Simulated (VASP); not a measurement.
# Ni (Fm-3m) in VASP: settings compared

Ni is run at these levels: LDA, PBEsol, RPBE+D3(BJ); tasks: single point.

Program: VASP 6.6.1. These are calculated values, not measurements. Logs are shortened: lines on timing, memory, paths and dates and some standing lists are left out, and cuts for length are marked.

**1. The cell of the first run**

It takes space group Fm-3m (No. 225, cubic). The conventional cell has a = 3.521 Å, b = 3.521 Å, c = 3.521 Å, α = 90.00°, β = 90.00°, γ = 90.00°. Ni (site symmetry m-3m) has 12 Ni at 2.49 Å within 3.3 Å.

**2. Single point, LDA, collinear spin, ferromagnetic start (volume scaled by 1.04)**

INCAR reads:

```
ALGO     = Fast           # electronic algorithm
EDIFF    = 1E-6           # SCF threshold, eV
ENCUT    = 520            # plane-wave cutoff, eV
GGA      = CA             # functional
ISIF     = 2              # what is computed and relaxed
ISMEAR   = -1             # smearing method
ISPIN    = 2              # spin polarisation
LASPH    = True           # aspherical terms in the spheres
LCHARG   = False          # write CHGCAR
LMAXMIX  = 4              # l up to which the mixer works
LORBIT   = 11             # projections on sites
LREAL    = False          # projectors in reciprocal space
LWAVE    = False          # write WAVECAR
MAGMOM   = 1              # initial moments
NBANDS   = 15             # bands
NELM     = 150            # most SCF steps
PREC     = Accurate       # precision mode
SIGMA    = 0.05           # smearing width, eV
```

KPOINTS reads:

```
k-points
0
Gamma
  13 13 13
```

POSCAR reads:

```
Ni
1.0
    0.0000000000      1.7604383569      1.7604383569
    1.7604383569      0.0000000000      1.7604383569
    1.7604383569      1.7604383569      0.0000000000
Ni
1
Direct
    0.0000000000      0.0000000000      0.0000000000
```

Potentials or basis: VASP PAW LDA potentials, release 64 (Ni).

Started as:

```console
$ cat potpaw_LDA.64/Ni/POTCAR > POTCAR
$ mpirun -np 1 vasp_std > vasp.out
```

OUTCAR:

```text
EDIFF = 1E-6
   ENCUT = 520
   GGA = CA
   ISIF = 2
   ISMEAR = -1
   ISPIN = 2
   LASPH = True
   LORBIT = 11
   LREAL = False
   NELM = 150
   PREC = Accurate

 ion  position               nearest neighbor table
   1  0.000  0.000  0.000-

  LATTYP: Found a face centered cubic cell.
 ALAT       =     3.5208767138

  Lattice vectors:

 A1 = (   0.0000000000,   1.7604383569,   1.7604383569)
 A2 = (   1.7604383569,   0.0000000000,   1.7604383569)
 A3 = (   1.7604383569,   1.7604383569,   0.0000000000)

Analysis of symmetry for initial positions (statically):
=====================================================================
 Subroutine PRICEL returns:
 Original cell was already a primitive cell.

 Routine SETGRP: Setting up the symmetry group for a
 face centered cubic supercell.

 Subroutine GETGRP returns: Found 48 space group operations
 (whereof 48 operations were pure point group operations)
 out of a pool of 48 trial point group operations.

The static configuration has the point symmetry O_h .

Analysis of symmetry for dynamics (positions and initial velocities):
=====================================================================
 Subroutine PRICEL returns:
 Original cell was already a primitive cell.

 Routine SETGRP: Setting up the symmetry group for a
 face centered cubic supercell.

 Subroutine GETGRP returns: Found 48 space group operations
 (whereof 48 operations were pure point group operations)
 out of a pool of 48 trial point group operations.

The dynamic configuration has the point symmetry O_h .

Analysis of structural, dynamic, and magnetic symmetry:
=====================================================================
 Subroutine PRICEL returns:
 Original cell was already a primitive cell.

 Routine SETGRP: Setting up the symmetry group for a
 face centered cubic supercell.

 Subroutine GETGRP returns: Found 48 space group operations
 (whereof 48 operations were pure point group operations)
 out of a pool of 48 trial point group operations.

The overall configuration has the point symmetry O_h .

 Subroutine INISYM returns: Found 48 space group operations
 (whereof 48 operations are pure point group operations),
 and found     1 'primitive' translations

----------------------------------------------------------------------------------------

                                     Primitive cell

  volume of cell :      10.9117

  direct lattice vectors                    reciprocal lattice vectors
     0.000000000  1.760438357  1.760438357    -0.284020169  0.284020169  0.284020169
     1.760438357  0.000000000  1.760438357     0.284020169 -0.284020169  0.284020169
     1.760438357  1.760438357  0.000000000     0.284020169  0.284020169 -0.284020169

  length of vectors
     2.489635800  2.489635800  2.489635800     0.491937363  0.491937363  0.491937363

  position of ions in fractional coordinates (direct lattice)
     0.000000000  0.000000000  0.000000000

  ion indices of the primitive-cell ions
   primitive index   ion index
                 1           1

----------------------------------------------------------------------------------------

 KPOINTS: k-points

Automatic generation of k-mesh.
 Grid dimensions read from file:
 generate k-points for:   13   13   13

 Generating k-lattice:

  Cartesian coordinates                     Fractional coordinates (reciprocal lattice)
    -0.021847705  0.021847705  0.021847705     0.076923077  0.000000000  0.000000000
     0.021847705 -0.021847705  0.021847705     0.000000000  0.076923077  0.000000000
     0.021847705  0.021847705 -0.021847705     0.000000000  0.000000000  0.076923077

  Length of vectors
     0.037841336  0.037841336  0.037841336

  Shift w.r.t. Gamma in fractional coordinates (k-lattice)
     0.000000000  0.000000000  0.000000000

 Subroutine IBZKPT returns following result:
 ===========================================

 Found     84 irreducible k-points:

 Following reciprocal coordinates:
            Coordinates               Weight
  0.000000  0.000000  0.000000      1.000000
  0.076923  0.000000  0.000000      8.000000
  0.153846  0.000000  0.000000      8.000000
  0.230769  0.000000  0.000000      8.000000
  0.307692  0.000000  0.000000      8.000000
  0.384615  0.000000  0.000000      8.000000
[... 16 lines left out ...]
  0.384615  0.153846  0.000000     24.000000
  0.461538  0.153846  0.000000     24.000000
 [... further k-points ...]
   k-points           NKPTS =     84   k-points in BZ     NKDIM =     84   number of bands    NBANDS=     15
   number of dos      NEDOS =    301   number of ions     NIONS =      1
   total plane-waves  NPLWV =   8000
   dimension x,y,z NGX =    20 NGY =   20 NGZ =   20
   dimension x,y,z NGXF=    40 NGYF=   40 NGZF=   40
   ions per type =               1
   NGX,Y,Z   is equivalent  to a cutoff of  13.36, 13.36, 13.36 a.u.
   NGXF,Y,Z  is equivalent  to a cutoff of  26.71, 26.71, 26.71 a.u.
 SYSTEM =  unknown system
   PREC   = accura    normal or accurate (medium, high low for compatibility)
   ISTART =      0    job   : 0-new  1-cont  2-samecut
   ICHARG =      2    charge: 1-file 2-atom 10-const
   ISPIN  =      2    spin polarized calculation?
   LNONCOLLINEAR =      F non collinear calculations
   LSORBIT =      F    spin-orbit coupling
   LASPH  =      T    aspherical Exc in radial PAW
   ENCUT  =  520.0 eV  38.22 Ry    6.18 a.u.   4.63  4.63  4.63*2*pi/ulx,y,z
   NELM   =    150;   NELMIN=  2; NELMDL= -5     # of ELM steps
   EDIFF  = 0.1E-05   stopping-criterion for ELM
   LREAL  =      F    real-space projection
   EDIFFG = 0.1E-04   stopping-criterion for IOM
   NSW    =      0    number of steps for IOM
   IBRION =     -1    ionic relax: 0-MD 1-quasi-New 2-CG
   NFREE  =      0    steps in history (QN), initial steepest desc. (CG)
   ISIF   =      2    stress and relaxation
   ISYM   =      2    0-nonsym 1-usesym 2-fastsym
   POTIM  = 0.5000    time-step for ionic-motion
   TEBEG  =    0.0;   TEEND  =   0.0 temperature during run
   PSTRESS=    0.0 pullay stress
   NELECT =      10.0000    total number of electrons
   NUPDOWN=      -1.0000    fix difference up-down
   EMIN   =  10.00;   EMAX   =-10.00  energy-range for DOS
   EFERMI =   0.00;   METHOD = LEGACY
   ISMEAR =    -1;   SIGMA  =   0.05  broadening in eV -4-tet -1-fermi 0-gaus
   EFERMI_NEDOS =   21; number of points for ismear=-14 and -15
   IALGO  =     68    algorithm
   IMIX   =      4    mixing-type and parameters
     AMIX     =   0.40;   BMIX     =  1.00
     AMIX_MAG =   1.60;   BMIX_MAG =  1.00
  volume/ion in A,a.u.               =      10.91        73.64
  Fermi-wavevector in a.u.,A,eV,Ry     =   1.590172  3.004989 34.404316  2.528646
  Thomas-Fermi vector in A             =   2.688908
   LORBIT       =     11    0 simple, 1 ext, 2 COOP (PROOUT), +10 PAW based schemes
   GGA     = CA    functional components
   LHFCALC =     F    Hartree Fock is set to
   AEXX    =    0.0000 exact exchange contribution
   IVDW    =     0    specifies the selected vdW correction
   LEPSILON=     F    determine dielectric tensor
   LRPA    =     F    only Hartree local field effects (RPA)
 spin polarized calculation
 RMM-DIIS sequential band-by-band and
  energy-cutoff  :      520.00
  volume of cell :       10.91
 maximum number of plane-waves:       306
   NGX =  9   NGY =  9   NGZ =  9

 number of electron      10.0000010 magnetization       0.6165501

 Free energy of the ion-electron system (eV)
  ---------------------------------------------------
  ext. energy  EPLUGINS =         0.00000000
  ---------------------------------------------------
  free energy    TOTEN  =        -6.53666498 eV

  energy without entropy =       -6.52250669  energy(sigma->0) =       -6.52958584

 E-fermi :   8.9816     XC(G=0): -13.5951

 val. band max:        8.9812693291   @ k =  -0.4615   0.3846   0.1538
 cond. band min:       8.9833004417   @ k =  -0.2308   0.3846   0.1538
 fundamental gap:      0.0020311126
 Fermi energy:         8.9815754234

 spin component 1

 k-point     1 :       0.0000    0.0000    0.0000
  band No.  band energies     occupation
      1       0.0187      1.00000
      2       6.6365      1.00000
      3       6.6365      1.00000
      4       6.6365      1.00000
      5       7.7831      1.00000
      6       7.7831      1.00000
      7      32.7426      0.00000
      8      36.4685      0.00000
      9      36.4685      0.00000
     10      36.4685      0.00000
     11      39.4213      0.00000
     12      39.4213      0.00000
     13      39.4213      0.00000
     14      42.6233      0.00000
     15      48.5584      0.00000

 k-point     2 :       0.0769    0.0000    0.0000
  band No.  band energies     occupation
      1       0.2492      1.00000
      2       6.5776      1.00000
      3       6.6873      1.00000
      4       6.6873      1.00000
      5       7.7622      1.00000
      6       7.7622      1.00000
      7      31.8234      0.00000
      8      34.3462      0.00000
      9      35.9605      0.00000
     10      35.9605      0.00000
     11      40.1881      0.00000
     12      40.1881      0.00000
     13      40.6601      0.00000
     14      44.4670      0.00000
     15      46.6519      0.00000
[... 365 lines left out ...]
      3       6.6069      1.00000
      4       7.1180      1.00000
      5       8.3814      0.99999
      6       8.6787      0.99766
      7      20.0351      0.00000
      8      29.0855      0.00000
      9      29.1517      0.00000
     10      31.9214      0.00000
     11      41.2289      0.00000
     12      42.1156      0.00000
     13      42.9948      0.00000
     14      47.5323      0.00000
     15      54.3185      0.00000

 k-point    24 :       0.4615    0.1538    0.0000
  band No.  band energies     occupation
      1       4.5500      1.00000
      2       6.2241      1.00000
      3       6.6534      1.00000
      4       7.0292      1.00000
      5       8.4918      0.99994
      6       9.8746      0.00000
      7      16.8824      0.00000
      8      27.7877      0.00000
      9      29.3450      0.00000
     10      31.5443      0.00000
     11      41.5242      0.00000
     12      41.6951      0.00000
     13      44.6309      0.00000
     14      47.9349      0.00000
     15      56.7098      0.00000

 [... further k-points ...]

 spin component 2

 k-point     1 :       0.0000    0.0000    0.0000
  band No.  band energies     occupation
      1       0.0640      1.00000
      2       7.2630      1.00000
      3       7.2630      1.00000
      4       7.2630      1.00000
      5       8.3615      1.00000
      6       8.3615      1.00000
      7      32.7279      0.00000
      8      36.5227      0.00000
      9      36.5227      0.00000
     10      36.5227      0.00000
     11      39.5897      0.00000
     12      39.5897      0.00000
     13      39.5897      0.00000
     14      42.5988      0.00000
     15      48.7333      0.00000

 k-point     2 :       0.0769    0.0000    0.0000
  band No.  band energies     occupation
      1       0.2948      1.00000
      2       7.1982      1.00000
      3       7.3155      1.00000
      4       7.3155      1.00000
      5       8.3395      1.00000
      6       8.3395      1.00000
      7      31.8750      0.00000
      8      34.3870      0.00000
      9      36.0461      0.00000
     10      36.0461      0.00000
     11      40.3191      0.00000
     12      40.3191      0.00000
     13      40.7281      0.00000
     14      44.5021      0.00000
     15      46.8224      0.00000
[... 365 lines left out ...]
      3       7.1593      1.00000
      4       7.7147      1.00000
      5       9.0265      0.28926
      6       9.2322      0.00661
      7      20.2480      0.00000
      8      29.1782      0.00000
      9      29.2804      0.00000
     10      32.0566      0.00000
     11      41.3437      0.00000
     12      42.1697      0.00000
     13      43.0827      0.00000
     14      47.6928      0.00000
     15      54.4319      0.00000

 k-point    24 :       0.4615    0.1538    0.0000
  band No.  band energies     occupation
      1       4.8927      1.00000
      2       6.6501      1.00000
      3       7.1759      1.00000
      4       7.6108      1.00000
      5       9.1537      0.03099
      6      10.3094      0.00000
      7      17.1513      0.00000
      8      27.8996      0.00000
      9      29.4709      0.00000
     10      31.6521      0.00000
     11      41.5911      0.00000
     12      41.7962      0.00000
     13      44.7357      0.00000
     14      48.1444      0.00000
     15      56.8376      0.00000

 [... further k-points ...]
[... 5 lines left out ...]
  --------------------------------------------------------------------------------------
  -------------------------------------------------------------------------------------
  Total       -1.1818743     -1.1818743     -1.1818743      0.0000000      0.0000000      0.0000000
  in kB     -173.5359259   -173.5359259   -173.5359259      0.0000000      0.0000000      0.0000000
  external PRESSURE =    -173.5359259 kB  Pullay stress =       0.0000000 kB

 VOLUME and BASIS-vectors are now :
 -----------------------------------------------------------------------------
  energy-cutoff  :      520.00
  volume of cell :       10.91
      direct lattice vectors                 reciprocal lattice vectors
     0.000000000  1.760438357  1.760438357    -0.284020169  0.284020169  0.284020169
     1.760438357  0.000000000  1.760438357     0.284020169 -0.284020169  0.284020169
     1.760438357  1.760438357  0.000000000     0.284020169  0.284020169 -0.284020169

 POSITION                                       TOTAL-FORCE (eV/Angst)
 -----------------------------------------------------------------------------------
      0.00000      0.00000      0.00000        -0.000000     -0.000000     -0.000000
 -----------------------------------------------------------------------------------
    total drift:                                0.000000     -0.000000      0.000000

  FREE ENERGIE OF THE ION-ELECTRON SYSTEM (eV)
  ---------------------------------------------------
  free  energy   TOTEN  =        -6.5366649833 eV

  energy  without entropy=       -6.5225066916  energy(sigma->0) =       -6.52958584

 total charge

# of ion       s       p       d       tot
------------------------------------------
    1        0.498   0.493   8.324   9.315

 magnetization (x)

# of ion       s       p       d       tot
------------------------------------------
    1       -0.004  -0.017   0.642   0.621
```

Wall time 19 s (1 thread of Intel Xeon Platinum 8559C (Emerald Rapids), shared host); peak memory 0.13 GiB.

What came out:

```yaml
Free_energy: -6.5367 eV
Pressure: -17.4 GPa
Net_moment: 0.62 μB per cell
Site_moments: Ni +0.62 μB
Valence_electrons_inside_the_program's_atomic_spheres: Ni 9.31
```

Levels at points of the mesh, in eV from the Fermi level:
Spin up:
| k point | band 3 | band 4 | band 5 | band 6 | band 7 | band 8 |
| --- | --- | --- | --- | --- | --- | --- |
| (0.00, 0.00, 0.00) | -2.35 | -2.35 | -1.20 | -1.20 | 23.76 | 27.49 |
Spin down:
```tsv
k point	band 1	band 2	band 3	band 4	band 5	band 6	band 7	band 8	band 9	band 10
(0.00, 0.00, 0.00)	-8.92	-1.72	-1.72	-1.72	-0.62	-0.62	23.75	27.54	27.54	27.54
```

(Continued in part 2 of 3.)
